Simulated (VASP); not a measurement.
# Sb: single point with PBE

Crystal: Sb.

```xyz
1
Lattice="3.1600 0.0000 0.0000 0.0000 3.1600 0.0000 0.0000 0.0000 3.1600" Properties=species:S:1:pos:R:3 pbc="T T T"
Sb    0.0000    0.0000    0.0000
```

```yaml
Program: VASP 6.6.1
Task: single point
Functional: PBE
Potentials_or_basis: VASP PAW PBE potentials, release 64 (Sb)
Cutoff: 520 eV
k_mesh: 10 × 10 × 10
Occupations: gaussian, width 0.05 eV
Spin: no spin polarisation
Dipole_correction: no
Further_INCAR_settings: ALGO = Normal; EDIFF = 1e-06; NBANDS = 8
```

| Item | Value |
| --- | --- |
| Pressure | -2.7 GPa |

Levels at points of the mesh, in eV from the Fermi level:
| k point | band 1 | band 2 | band 3 | band 4 | band 5 | band 6 | band 7 |
| --- | --- | --- | --- | --- | --- | --- | --- |
| (0.00, 0.00, 0.00) | -11.88 | 3.21 | 3.21 | 3.21 | 6.96 | 6.96 | 8.02 |
| (0.50, 0.00, 0.00) | -9.66 | -5.11 | 5.04 | 5.04 | 8.93 | 10.55 | 11.19 |
| (0.50, 0.50, 0.00) | -7.33 | -3.20 | -3.20 | 2.48 | 6.87 | 12.48 | 13.17 |
| (0.50, 0.50, 0.50) | -4.76 | -1.42 | -1.42 | -1.42 | 5.00 | 5.00 | 5.00 |

Run time: 15 s on 1 thread of AMD EPYC 7R13 Processor (Zen 3) (shared host), peak memory 0.11 GiB.

Caveat: spin-orbit coupling is left out, which moves the levels of the heavy elements.
